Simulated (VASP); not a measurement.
**SiO2: single point with LDA**

The system is SiO2.

```
Si O
1.0
     4.08040    0.00000    0.00000
     0.00000    4.08040    0.00000
     0.00000    0.00000    2.53360
Si O
2 4
Direct
  0.50000 0.50000 0.50000
  0.00000 0.00000 0.00000
  0.69443 0.69443 0.00000
  0.19443 0.80557 0.50000
  0.30557 0.30557 0.00000
  0.80557 0.19443 0.50000
```

- Program: VASP 6.6.1
- Task: single point
- Functional: LDA
- Potentials or basis: VASP PAW LDA potentials, release 64 (Si, O)
- Cutoff: 520 eV
- k mesh: 6 × 6 × 8
- Occupations: gaussian, width 0.05 eV
- Spin: no spin polarisation

```yaml
Pressure: 37.8 GPa
Largest_force: 0.619 eV/Å
Band_gap_on_the_k_mesh: 7.24 eV, direct
```

Forces on the atoms (eV/Å):
```
Si   0.000  0.000  0.000
Si   0.000  0.000  0.000
O    0.437  0.437  0.000
O    0.437 -0.437  0.000
O   -0.437 -0.437  0.000
O   -0.437  0.437  0.000
```

Stress tensor (GPa, compression positive):
```
28.80  0.00  0.00
 0.00 28.80  0.00
 0.00  0.00 55.83
```

Levels at points of the mesh, in eV from the valence-band top:
| k point | band 14 | band 15 | band 16 | band 17 | band 18 | band 19 |
| --- | --- | --- | --- | --- | --- | --- |
| (0.00, 0.00, 0.00) | -0.99 | -0.99 | 0.00 | 7.24 | 7.56 | 9.60 |
| (0.50, 0.00, 0.00) | -2.79 | -1.22 | -1.22 | 9.15 | 9.15 | 10.09 |
| (0.50, 0.50, 0.00) | -2.87 | -2.77 | -2.77 | 8.72 | 8.72 | 11.10 |
| (0.00, 0.00, 0.50) | -3.57 | -3.10 | -3.10 | 10.16 | 10.16 | 13.45 |
| (0.50, 0.00, 0.50) | -2.62 | -2.05 | -2.05 | 9.47 | 9.47 | 10.56 |
| (0.50, 0.50, 0.50) | -2.04 | -1.81 | -1.81 | 8.16 | 8.16 | 11.40 |

It took 17 s on 1 thread of Intel(R) Xeon(R) 6975P-C (Granite Rapids), on a shared host, peak memory 0.15 GiB.

A k mesh can miss the band edges. Expect the measured gap to be larger: semilocal functionals such as LDA lack the derivative discontinuity.
